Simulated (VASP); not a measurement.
# F (I4/mmm) in VASP: single point with PBEsol

Aim: the single point of F with PBEsol.

Program: VASP 6.6.1. These are calculated values, not measurements. Logs are shortened: lines on timing, memory, paths and dates and some standing lists are left out, and cuts for length are marked.

### Step 1. The cell of the first run

Symmetry: I4/mmm, No. 139, tetragonal system. Conventional cell: a = 1.921 Å, b = 1.921 Å, c = 4.901 Å, α = 90.00°, β = 90.00°, γ = 90.00°. Within 2.5 Å of F (site symmetry 4/mmm) lie 4 F at 1.92 Å.

### Step 2. Single point, PBEsol (Br replaced by F, lengths x 0.685, strained)

INCAR

```
ALGO = Normal
EDIFF = 1E-6
ENCUT = 520
GGA = PS
ISIF = 2
ISMEAR = 0
LASPH = T
LCHARG = T
LELF = T
LREAL = F
LVHAR = T
LWAVE = F
NBANDS = 10
NELM = 80
PREC = Accurate
SIGMA = 0.1
```

KPOINTS

```
k-points
0
Gamma
  12 12 12
```

POSCAR

```
F
1.0
   -0.9604849425      0.9604849425      2.4506484104
    0.9604849425     -0.9604849425      2.4506484104
    0.9604849425      0.9604849425     -2.4506484104
F
1
Direct
    0.0000000000      0.0000000000      0.0000000000
```

Potentials or basis: VASP PAW PBE potentials, release 64 (F).

Launch:

```console
> cat potpaw_PBE.64/F/POTCAR > POTCAR
> mpirun -np 1 vasp_std > vasp.out
```

OUTCAR:

```text
EDIFF = 1E-6
   ENCUT = 520
   GGA = PS
   ISIF = 2
   ISMEAR = 0
   LASPH = T
   LREAL = F
   NELM = 80
   PREC = Accurate

 ion  position               nearest neighbor table
   1  0.000  0.000  0.000-

  LATTYP: Found a body centered tetragonal cell.
 ALAT       =     1.9209698850
 C/A-ratio  =     2.5514698898

  Lattice vectors:

 A1 = (  -0.9604849425,   0.9604849425,   2.4506484104)
 A2 = (   0.9604849425,  -0.9604849425,   2.4506484104)
 A3 = (   0.9604849425,   0.9604849425,  -2.4506484104)

Analysis of symmetry for initial positions (statically):
=====================================================================
 Subroutine PRICEL returns:
 Original cell was already a primitive cell.

 Routine SETGRP: Setting up the symmetry group for a
 body centered tetragonal supercell.

 Subroutine GETGRP returns: Found 16 space group operations
 (whereof 16 operations were pure point group operations)
 out of a pool of 16 trial point group operations.

The static configuration has the point symmetry D_4h.

Analysis of symmetry for dynamics (positions and initial velocities):
=====================================================================
 Subroutine PRICEL returns:
 Original cell was already a primitive cell.

 Routine SETGRP: Setting up the symmetry group for a
 body centered tetragonal supercell.

 Subroutine GETGRP returns: Found 16 space group operations
 (whereof 16 operations were pure point group operations)
 out of a pool of 16 trial point group operations.

The dynamic configuration has the point symmetry D_4h.

 Subroutine INISYM returns: Found 16 space group operations
 (whereof 16 operations are pure point group operations),
 and found     1 'primitive' translations

----------------------------------------------------------------------------------------

                                     Primitive cell

  volume of cell :       9.0432

  direct lattice vectors                    reciprocal lattice vectors
    -0.960484943  0.960484943  2.450648410     0.000000000  0.520570368  0.204027635
     0.960484943 -0.960484943  2.450648410     0.520570368  0.000000000  0.204027635
     0.960484943  0.960484943 -2.450648410     0.520570368  0.520570368  0.000000000

  length of vectors
     2.801917251  2.801917251  2.801917251     0.559125016  0.559125016  0.736197675

  position of ions in fractional coordinates (direct lattice)
     0.000000000  0.000000000  0.000000000
[... 81 lines left out ...]
   NFREE  =      0    steps in history (QN), initial steepest desc. (CG)
   ISIF   =      2    stress and relaxation
   ISYM   =      2    0-nonsym 1-usesym 2-fastsym
   POTIM  = 0.5000    time-step for ionic-motion
   TEBEG  =    0.0;   TEEND  =   0.0 temperature during run
   PSTRESS=    0.0 pullay stress
   NELECT =       7.0000    total number of electrons
   NUPDOWN=      -1.0000    fix difference up-down
   EMIN   =  10.00;   EMAX   =-10.00  energy-range for DOS
   EFERMI =   0.00;   METHOD = LEGACY
   ISMEAR =     0;   SIGMA  =   0.10  broadening in eV -4-tet -1-fermi 0-gaus
   EFERMI_NEDOS =   21; number of points for ismear=-14 and -15
   IALGO  =     38    algorithm
   IMIX   =      4    mixing-type and parameters
     AMIX     =   0.40;   BMIX     =  1.00
     AMIX_MAG =   1.60;   BMIX_MAG =  1.00
  volume/ion in A,a.u.               =       9.04        61.03
  Fermi-wavevector in a.u.,A,eV,Ry     =   1.503142  2.840527 30.741509  2.259437
  Thomas-Fermi vector in A             =   2.614291
   LORBIT       =      0    0 simple, 1 ext, 2 COOP (PROOUT), +10 PAW based schemes
   GGA     = PS    functional components
   LHFCALC =     F    Hartree Fock is set to
   AEXX    =    0.0000 exact exchange contribution
   IVDW    =     0    specifies the selected vdW correction
   LEPSILON=     F    determine dielectric tensor
   LRPA    =     F    only Hartree local field effects (RPA)
 non-spin polarized calculation
 Gauss-broadening in eV      SIGMA  =   0.10
  energy-cutoff  :      520.00
  volume of cell :        9.04
 maximum number of plane-waves:       251
 NGX is ok and might be reduce to    24
   NGX = 11   NGY = 11   NGZ = 11

 number of electron       7.0000002 magnetization

 Free energy of the ion-electron system (eV)
  ---------------------------------------------------
  ext. energy  EPLUGINS =         0.00000000
  ---------------------------------------------------
  free energy    TOTEN  =        -1.41808742 eV

  energy without entropy =       -1.41751986  energy(sigma->0) =       -1.41780364

 E-fermi :  -1.6053     XC(G=0): -11.0014

 val. band max:       -1.7386288560   @ k =  -0.3333   0.3333   0.1667
 cond. band min:      -1.4966436972   @ k =  -0.4167   0.5000   0.4167
 fundamental gap:      0.2419851588
 Fermi energy:        -1.6052578411

 k-point     1 :       0.0000    0.0000    0.0000
  band No.  band energies     occupation
      1     -25.7105      2.00000
      2      -3.9381      2.00000
      3      -0.8177      0.00000
      4      -0.8177      0.00000
      5      10.5121      0.00000
      6      27.2636      0.00000
      7      32.6074      0.00000
      8      34.2409      0.00000
      9      42.3468      0.00000
     10      42.3468      0.00000
[... 287 lines left out ...]
 k-point    24 :      -0.4167    0.1667    0.0000
  band No.  band energies     occupation
      1     -22.5583      2.00000
      2      -7.5179      2.00000
      3      -3.0390      2.00000
      4      -1.8081      1.99588
      5      17.2484      0.00000
      6      21.1544      0.00000
      7      30.0644      0.00000
      8      34.4183      0.00000
      9      38.8676      0.00000
     10      41.8171      0.00000

 [... further k-points ...]

------------------------ aborting loop because EDIFF is reached ----------------------------------------

  FORCE on cell =-STRESS in cart. coord.  units (eV):
  Direction    XX          YY          ZZ          XY          YZ          ZX
  --------------------------------------------------------------------------------------
  -------------------------------------------------------------------------------------
  Total        0.3849897      0.3849897      0.4655966      0.0000000      0.0000000      0.0000000
  in kB       68.2083541     68.2083541     82.4894197      0.0000000      0.0000000      0.0000000
  external PRESSURE =      72.9687093 kB  Pullay stress =       0.0000000 kB

 VOLUME and BASIS-vectors are now :
 -----------------------------------------------------------------------------
  energy-cutoff  :      520.00
  volume of cell :        9.04
      direct lattice vectors                 reciprocal lattice vectors
    -0.960484943  0.960484943  2.450648410     0.000000000  0.520570368  0.204027635
     0.960484943 -0.960484943  2.450648410     0.520570368  0.000000000  0.204027635
     0.960484943  0.960484943 -2.450648410     0.520570368  0.520570368  0.000000000

 POSITION                                       TOTAL-FORCE (eV/Angst)
 -----------------------------------------------------------------------------------
      0.00000      0.00000      0.00000         0.000000      0.000000      0.000000
 -----------------------------------------------------------------------------------
    total drift:                               -0.000000      0.000000      0.000000

  FREE ENERGIE OF THE ION-ELECTRON SYSTEM (eV)
  ---------------------------------------------------
  free  energy   TOTEN  =        -1.4180874193 eV

  energy  without entropy=       -1.4175198583  energy(sigma->0) =       -1.41780364
```

OSZICAR:

```text
N       E                     dE             d eps       ncg     rms          rms(c)
DAV:   1     0.139227444255E+02    0.13923E+02   -0.37334E+03  3492   0.614E+02
DAV:   2    -0.140298075863E+01   -0.15326E+02   -0.14754E+02  3674   0.124E+02
DAV:   3    -0.151684626875E+01   -0.11387E+00   -0.11377E+00  3900   0.887E+00
DAV:   4    -0.151692917098E+01   -0.82902E-04   -0.82902E-04  3678   0.299E-01
DAV:   5    -0.151692927953E+01   -0.10856E-06   -0.10874E-06  3716   0.884E-03    0.271E+00
DAV:   6    -0.144932120588E+01    0.67608E-01   -0.16777E-02  3618   0.119E+00    0.156E+00
DAV:   7    -0.141806074866E+01    0.31260E-01   -0.26951E-02  3672   0.155E+00    0.519E-02
DAV:   8    -0.141807489276E+01   -0.14144E-04   -0.32070E-04  3454   0.173E-01    0.173E-02
DAV:   9    -0.141808717513E+01   -0.12282E-04   -0.10208E-05  3616   0.287E-02    0.403E-03
DAV:  10    -0.141808741928E+01   -0.24415E-06   -0.12083E-06  3540   0.832E-03
   1 F= -.14180874E+01 E0= -.14178036E+01  d E =-.567561E-03
```

stdout:

```text
POSCAR found type information on POSCAR F
 POSCAR found :  1 types and       1 ions
 scaLAPACK will be used
 -----------------------------------------------------------------------------
|                                                                             |
|                                                                             |
|     You enforced a specific xc type in the INCAR file but a different       |
|     I HOPE YOU KNOW WHAT YOU ARE DOING!                                     |
|                                                                             |
 -----------------------------------------------------------------------------

 LDA part: xc-table for (Slater+PW92), standard interpolation
 POSCAR, INCAR and KPOINTS ok, starting setup
 FFT: planning ... GRIDC
 FFT: planning ... GRID_SOFT
 FFT: planning ... GRID
 WAVECAR not read
 entering main loop
```

It took 18 s on 1 thread of AMD EPYC 7R13 (Zen 3), shared host; peak memory 0.1 GiB.

Results:

| Item | Value |
| --- | --- |
| Free energy | -1.4181 eV |
| Pressure | 7.3 GPa |
| Band gap on the k mesh | zero (an odd number of electrons rules out a gap without spin polarisation) |

Stress tensor (GPa, compression positive):
```
6.82 0.00 0.00
0.00 6.82 0.00
0.00 0.00 8.25
```

Caveat: the cell differs from its parent crystal (Br replaced by F, lengths x 0.685, strained); the cell stands under pressure; the PAW data sets were made with another functional, which shifts forces and pressure a little; an odd number of electrons without spin polarisation forces a metal; a magnetic or distorted state may lie lower.
